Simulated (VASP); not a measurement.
# Hf3F2 (R32) in VASP: single point with PBE

Aim: the single point of Hf3F2 with PBE.

Everything below comes from runs of VASP 6.6.1. Logs are shortened: lines on timing, memory, paths and dates and some standing lists are left out, and cuts for length are marked.

## (1) The cell of the first run

It takes space group R32 (No. 155, trigonal). Conventional cell: a = 5.307 Å, b = 5.307 Å, c = 12.608 Å, α = 90.00°, β = 90.00°, γ = 120.00°. Hf (site symmetry 2) has 2 F at 2.24 Å and 6 Hf at 3.02 to 3.16 Å within 3.2 Å. F (site symmetry 3) has 3 Hf at 2.24 Å within 3.0 Å.

The cell was built from a structure type or drawn by symmetry, and may not be a known phase.

## (2) Single point, PBE

INCAR

```
ALGO     = Normal         # electronic algorithm
EDIFF    = 1E-6           # SCF threshold, eV
ENCUT    = 600            # plane-wave cutoff, eV
GGA      = PE             # functional
GGA_COMPAT= False        
ISIF     = 2              # what is computed and relaxed
ISMEAR   = 0              # smearing method
LASPH    = True           # aspherical terms in the spheres
LCHARG   = False          # write CHGCAR
LREAL    = False          # projectors in reciprocal space
LWAVE    = False          # write WAVECAR
NBANDS   = 30             # bands
NELM     = 120            # most SCF steps
PREC     = Accurate       # precision mode
SIGMA    = 0.2            # smearing width, eV
```

KPOINTS

```
k-points
0
Gamma
  4 4 4
```

POSCAR

```
Hf3F2
1.0
    2.6534747751      1.5319843757      4.2027469358
   -2.6534747751      1.5319843757      4.2027469358
    0.0000000000     -3.0639687514      4.2027469358
Hf F
3 2
Direct
    0.3441158606      0.6558841394      0.0000000000
    0.0000000000      0.3441158606      0.6558841394
    0.6558841394      0.0000000000      0.3441158606
    0.7780709919      0.7780709919      0.7780709919
    0.2219290081      0.2219290081      0.2219290081
```

Potentials or basis: VASP PAW PBE potentials, release 64 (Hf_pv, F).

Started as:

```console
cat potpaw_PBE.64/Hf_pv/POTCAR potpaw_PBE.64/F/POTCAR > POTCAR
mpirun -np 1 vasp_std > vasp.out
```

OUTCAR:

```text
EDIFF = 1E-6
   ENCUT = 600
   GGA = PE
   ISIF = 2
   ISMEAR = 0
   LASPH = True
   LREAL = False
   NELM = 120
   PREC = Accurate

 ion  position               nearest neighbor table
   1  0.344  0.656  0.000-   4 2.24   5 2.24   2 3.02   3 3.02   3 3.02   2 3.02   2 3.16   3 3.16

   2  0.000  0.344  0.656-   4 2.24   5 2.24   3 3.02   3 3.02   1 3.02   1 3.02   1 3.16   3 3.16

   3  0.656  0.000  0.344-   5 2.24   4 2.24   2 3.02   2 3.02   1 3.02   1 3.02   1 3.16   2 3.16

   4  0.778  0.778  0.778-   2 2.24   3 2.24   1 2.24
   5  0.222  0.222  0.222-   3 2.24   2 2.24   1 2.24

  LATTYP: Found a trigonal (rhomboedric) cell.
 ALAT       =     5.2010562692
 COS(alpha) =     0.4794327793

  Lattice vectors:

 A1 = (   2.6534747751,   1.5319843757,   4.2027469358)
 A2 = (  -2.6534747751,   1.5319843757,   4.2027469358)
 A3 = (   0.0000000000,  -3.0639687514,   4.2027469358)

Analysis of symmetry for initial positions (statically):
=====================================================================
 Subroutine PRICEL returns:
 Original cell was already a primitive cell.

 Routine SETGRP: Setting up the symmetry group for a
 trigonal (rhombohedral) supercell.

 Subroutine GETGRP returns: Found  6 space group operations
 (whereof  6 operations were pure point group operations)
 out of a pool of 12 trial point group operations.

The static configuration has the point symmetry D_3 .

Analysis of symmetry for dynamics (positions and initial velocities):
=====================================================================
 Subroutine PRICEL returns:
 Original cell was already a primitive cell.

 Routine SETGRP: Setting up the symmetry group for a
 trigonal (rhombohedral) supercell.

 Subroutine GETGRP returns: Found  6 space group operations
 (whereof  6 operations were pure point group operations)
 out of a pool of 12 trial point group operations.

The dynamic configuration has the point symmetry D_3 .

 Subroutine INISYM returns: Found  6 space group operations
 (whereof  6 operations are pure point group operations),
 and found     1 'primitive' translations

----------------------------------------------------------------------------------------

                                     Primitive cell

  volume of cell :     102.5071

  direct lattice vectors                    reciprocal lattice vectors
     2.653474775  1.531984376  4.202746936     0.188432166  0.108791362  0.079313206
    -2.653474775  1.531984376  4.202746936    -0.188432166  0.108791362  0.079313206
     0.000000000 -3.063968751  4.202746936     0.000000000 -0.217582724  0.079313206

  length of vectors
     5.201056269  5.201056269  5.201056269     0.231587621  0.231587621  0.231587621

  position of ions in fractional coordinates (direct lattice)
     0.344115861  0.655884139  0.000000000
     0.000000000  0.344115861  0.655884139
     0.655884139  0.000000000  0.344115861
     0.778070992  0.778070992  0.778070992
     0.221929008  0.221929008  0.221929008

  ion indices of the primitive-cell ions
   primitive index   ion index
                 1           1
                 2           2
                 3           3
                 4           4
                 5           5

----------------------------------------------------------------------------------------

 KPOINTS: k-points

Automatic generation of k-mesh.
 Grid dimensions read from file:
 generate k-points for:    4    4    4

 Generating k-lattice:

  Cartesian coordinates                     Fractional coordinates (reciprocal lattice)
     0.047108042  0.027197840  0.019828301     0.250000000  0.000000000  0.000000000
    -0.047108042  0.027197840  0.019828301     0.000000000  0.250000000  0.000000000
     0.000000000 -0.054395681  0.019828301     0.000000000  0.000000000  0.250000000

  Length of vectors
     0.057896905  0.057896905  0.057896905

  Shift w.r.t. Gamma in fractional coordinates (k-lattice)
     0.000000000  0.000000000  0.000000000

 Subroutine IBZKPT returns following result:
 ===========================================

 Found     13 irreducible k-points:

 Following reciprocal coordinates:
            Coordinates               Weight
  0.000000  0.000000  0.000000      1.000000
  0.250000  0.000000  0.000000      6.000000
  0.500000  0.000000  0.000000      3.000000
  0.250000  0.250000  0.000000      6.000000
  0.500000  0.250000  0.000000     12.000000
 -0.250000  0.250000  0.000000      6.000000
  0.500000  0.500000  0.000000      3.000000
  0.250000  0.250000  0.250000      2.000000
  0.500000  0.250000  0.250000      6.000000
 -0.250000  0.250000  0.250000      6.000000
  0.500000  0.500000  0.250000      6.000000
 -0.250000  0.500000  0.250000      6.000000
  0.500000  0.500000  0.500000      1.000000
   k-points           NKPTS =     13   k-points in BZ     NKDIM =     13   number of bands    NBANDS=     30
   number of dos      NEDOS =    301   number of ions     NIONS =      5
   total plane-waves  NPLWV =  74088
   dimension x,y,z NGX =    42 NGY =   42 NGZ =   42
   dimension x,y,z NGXF=    84 NGYF=   84 NGZF=   84
   ions per type =               3   2
   NGX,Y,Z   is equivalent  to a cutoff of  13.42, 13.42, 13.42 a.u.
   NGXF,Y,Z  is equivalent  to a cutoff of  26.85, 26.85, 26.85 a.u.
 SYSTEM =  unknown system
   PREC   = accura    normal or accurate (medium, high low for compatibility)
   ISTART =      0    job   : 0-new  1-cont  2-samecut
   ICHARG =      2    charge: 1-file 2-atom 10-const
   ISPIN  =      1    spin polarized calculation?
   LNONCOLLINEAR =      F non collinear calculations
   LSORBIT =      F    spin-orbit coupling
   LASPH  =      T    aspherical Exc in radial PAW
   ENCUT  =  600.0 eV  44.10 Ry    6.64 a.u.  10.39 10.39 10.39*2*pi/ulx,y,z
   NELM   =    120;   NELMIN=  2; NELMDL= -5     # of ELM steps
   EDIFF  = 0.1E-05   stopping-criterion for ELM
   LREAL  =      F    real-space projection
   EDIFFG = 0.1E-04   stopping-criterion for IOM
   NSW    =      0    number of steps for IOM
   IBRION =     -1    ionic relax: 0-MD 1-quasi-New 2-CG
   NFREE  =      0    steps in history (QN), initial steepest desc. (CG)
   ISIF   =      2    stress and relaxation
   ISYM   =      2    0-nonsym 1-usesym 2-fastsym
   POTIM  = 0.5000    time-step for ionic-motion
   TEBEG  =    0.0;   TEEND  =   0.0 temperature during run
   PSTRESS=    0.0 pullay stress
   NELECT =      44.0000    total number of electrons
   NUPDOWN=      -1.0000    fix difference up-down
   EMIN   =  10.00;   EMAX   =-10.00  energy-range for DOS
   EFERMI =   0.00;   METHOD = LEGACY
   ISMEAR =     0;   SIGMA  =   0.20  broadening in eV -4-tet -1-fermi 0-gaus
   EFERMI_NEDOS =   21; number of points for ismear=-14 and -15
   IALGO  =     38    algorithm
   IMIX   =      4    mixing-type and parameters
     AMIX     =   0.40;   BMIX     =  1.00
     AMIX_MAG =   1.60;   BMIX_MAG =  1.00
  volume/ion in A,a.u.               =      20.50       138.35
  Fermi-wavevector in a.u.,A,eV,Ry     =   1.234927  2.333673 20.749478  1.525044
  Thomas-Fermi vector in A             =   2.369597
   LORBIT       =      0    0 simple, 1 ext, 2 COOP (PROOUT), +10 PAW based schemes
   GGA     = PE    functional components
   LHFCALC =     F    Hartree Fock is set to
   AEXX    =    0.0000 exact exchange contribution
   IVDW    =     0    specifies the selected vdW correction
   LEPSILON=     F    determine dielectric tensor
   LRPA    =     F    only Hartree local field effects (RPA)
 non-spin polarized calculation
 Gauss-broadening in eV      SIGMA  =   0.20
  energy-cutoff  :      600.00
  volume of cell :      102.51
 maximum number of plane-waves:      3443
 NGX is ok and might be reduce to    42
   NGX = 21   NGY = 21   NGZ = 21

 number of electron      44.0000000 magnetization

 Free energy of the ion-electron system (eV)
  ---------------------------------------------------
  ext. energy  EPLUGINS =         0.00000000
  ---------------------------------------------------
  free energy    TOTEN  =       -37.28716930 eV

  energy without entropy =      -37.16286180  energy(sigma->0) =      -37.22501555

 E-fermi :   3.7016     XC(G=0):  -9.9974

 val. band max:        3.6878960067   @ k =   0.2500   0.2500   0.2500
 cond. band min:       3.7024694514   @ k =   0.0000   0.0000   0.0000
 fundamental gap:      0.0145734448
 Fermi energy:         3.7015577349

 k-point     1 :       0.0000    0.0000    0.0000
  band No.  band energies     occupation
      1     -28.3813      2.00000
      2     -27.9237      2.00000
      3     -27.9237      2.00000
      4     -27.7606      2.00000
      5     -27.6523      2.00000
      6     -27.6523      2.00000
[... 22 lines left out ...]
     29       6.5159      0.00000
     30       6.5160      0.00000

 k-point     2 :       0.2500    0.0000    0.0000
  band No.  band energies     occupation
      1     -28.3607      2.00000
      2     -28.0082      2.00000
      3     -27.9182      2.00000
      4     -27.7848      2.00000
      5     -27.7257      2.00000
      6     -27.5132      2.00000
[... 22 lines left out ...]
     29       6.3561      0.00000
     30       6.8272      0.00000

 k-point     3 :       0.5000    0.0000    0.0000
  band No.  band energies     occupation
      1     -28.3148      2.00000
      2     -28.0804      2.00000
      3     -27.9065      2.00000
      4     -27.8098      2.00000
      5     -27.6543      2.00000
      6     -27.5366      2.00000
[... 22 lines left out ...]
     29       7.1508      0.00000
     30       7.3179      0.00000

 k-point     4 :       0.2500    0.2500    0.0000
  band No.  band energies     occupation
      1     -28.3649      2.00000
      2     -28.0116      2.00000
      3     -27.9152      2.00000
      4     -27.7884      2.00000
      5     -27.7228      2.00000
      6     -27.5127      2.00000
[... 22 lines left out ...]
     29       6.5029      0.00000
     30       6.8668      0.00000

 k-point     5 :       0.5000    0.2500    0.0000
  band No.  band energies     occupation
      1     -28.2906      2.00000
      2     -28.1090      2.00000
      3     -27.9074      2.00000
      4     -27.7650      2.00000
      5     -27.7326      2.00000
      6     -27.5340      2.00000
[... 22 lines left out ...]
     29       6.7758      0.00000
     30       7.1366      0.00000

 k-point     6 :      -0.2500    0.2500    0.0000
  band No.  band energies     occupation
      1     -28.2848      2.00000
      2     -28.1092      2.00000
      3     -27.9076      2.00000
      4     -27.7620      2.00000
      5     -27.7342      2.00000
      6     -27.5360      2.00000
[... 22 lines left out ...]
     29       6.8161      0.00000
     30       7.1349      0.00000

 k-point     7 :       0.5000    0.5000    0.0000
  band No.  band energies     occupation
      1     -28.3223      2.00000
      2     -28.0894      2.00000
      3     -27.9009      2.00000
      4     -27.8151      2.00000
      5     -27.6490      2.00000
      6     -27.5351      2.00000
[... 22 lines left out ...]
     29       6.7622      0.00000
     30       7.1801      0.00000

 k-point     8 :       0.2500    0.2500    0.2500
  band No.  band energies     occupation
      1     -28.3953      2.00000
      2     -27.9265      2.00000
      3     -27.9158      2.00000
      4     -27.7658      2.00000
      5     -27.6540      2.00000
      6     -27.6489      2.00000
[... 22 lines left out ...]
     29       6.2752      0.00000
     30       7.1162      0.00000

 k-point     9 :       0.5000    0.2500    0.2500
  band No.  band energies     occupation
      1     -28.3748      2.00000
      2     -28.0076      2.00000
      3     -27.9187      2.00000
      4     -27.7864      2.00000
      5     -27.7257      2.00000
      6     -27.5137      2.00000
[... 22 lines left out ...]
     29       6.4052      0.00000
     30       6.8183      0.00000

 k-point    10 :      -0.2500    0.2500    0.2500
  band No.  band energies     occupation
      1     -28.3188      2.00000
      2     -28.0845      2.00000
      3     -27.9041      2.00000
      4     -27.8122      2.00000
      5     -27.6516      2.00000
      6     -27.5358      2.00000
[... 22 lines left out ...]
     29       6.9290      0.00000
     30       7.3604      0.00000

 k-point    11 :       0.5000    0.5000    0.2500
  band No.  band energies     occupation
      1     -28.3791      2.00000
      2     -28.0109      2.00000
      3     -27.9158      2.00000
      4     -27.7897      2.00000
      5     -27.7230      2.00000
      6     -27.5131      2.00000
[... 22 lines left out ...]
     29       6.2921      0.00000
     30       6.6504      0.00000

 k-point    12 :      -0.2500    0.5000    0.2500
  band No.  band energies     occupation
      1     -28.2967      2.00000
      2     -28.1081      2.00000
      3     -27.9076      2.00000
      4     -27.7671      2.00000
      5     -27.7314      2.00000
      6     -27.5320      2.00000
[... 22 lines left out ...]
     29       6.5675      0.00000
     30       6.9955      0.00000

 k-point    13 :       0.5000    0.5000    0.5000
  band No.  band energies     occupation
      1     -28.4095      2.00000
      2     -27.9186      2.00000
      3     -27.9186      2.00000
      4     -27.7704      2.00000
      5     -27.6506      2.00000
      6     -27.6506      2.00000
[... 22 lines left out ...]
     29       6.5261      0.00000
     30       6.5261      0.00000

------------------------ aborting loop because EDIFF is reached ----------------------------------------

  FORCE on cell =-STRESS in cart. coord.  units (eV):
  Direction    XX          YY          ZZ          XY          YZ          ZX
  --------------------------------------------------------------------------------------
  -------------------------------------------------------------------------------------
  Total       -0.3981680     -0.3981680     -0.4513118      0.0000000      0.0000000      0.0000000
  in kB       -6.2233350     -6.2233350     -7.0539685      0.0000000      0.0000000      0.0000000
  external PRESSURE =      -6.5002129 kB  Pullay stress =       0.0000000 kB

 VOLUME and BASIS-vectors are now :
 -----------------------------------------------------------------------------
  energy-cutoff  :      600.00
  volume of cell :      102.51
      direct lattice vectors                 reciprocal lattice vectors
     2.653474775  1.531984376  4.202746936     0.188432166  0.108791362  0.079313206
    -2.653474775  1.531984376  4.202746936    -0.188432166  0.108791362  0.079313206
     0.000000000 -3.063968751  4.202746936     0.000000000 -0.217582724  0.079313206

 POSITION                                       TOTAL-FORCE (eV/Angst)
 -----------------------------------------------------------------------------------
     -0.82727      1.53198      4.20275         0.107293      0.000000      0.000000
     -0.91310     -1.48243      4.20275        -0.053647      0.092919      0.000000
      1.74037     -0.04956      4.20275        -0.053647     -0.092919      0.000000
      0.00000      0.00000      9.81011        -0.000000     -0.000000     -0.063201
      0.00000      0.00000      2.79813        -0.000000      0.000000      0.063201
 -----------------------------------------------------------------------------------
    total drift:                               -0.000000      0.000000     -0.000000

  FREE ENERGIE OF THE ION-ELECTRON SYSTEM (eV)
  ---------------------------------------------------
  free  energy   TOTEN  =       -37.2871692964 eV

  energy  without entropy=      -37.1628617997  energy(sigma->0) =      -37.22501555
```

Run time: 1.7 min. Hardware: 1 thread of Intel Xeon 8259CL, shared host; peak memory 0.27 GiB.

Results:

| Quantity | Value |
| --- | --- |
| Free energy | -37.2872 eV |
| Pressure | -0.7 GPa |
| Largest force | 0.107 eV/Å |
| Band gap on the k mesh | zero (bands 22 and 23 overlap by 0.08 eV) |

Forces in eV/Å, atoms in the order of the input:
```
Hf   0.107  0.000  0.000
Hf  -0.054  0.093  0.000
Hf  -0.054 -0.093  0.000
F    0.000  0.000 -0.063
F    0.000  0.000  0.063
```

Stress tensor (GPa, compression positive):
```
-0.62  0.00  0.00
 0.00 -0.62  0.00
 0.00  0.00 -0.71
```

Caveat: the k points lie up to 0.36 Å⁻¹ apart; spin-orbit coupling is left out, which moves the levels of the heavy elements.
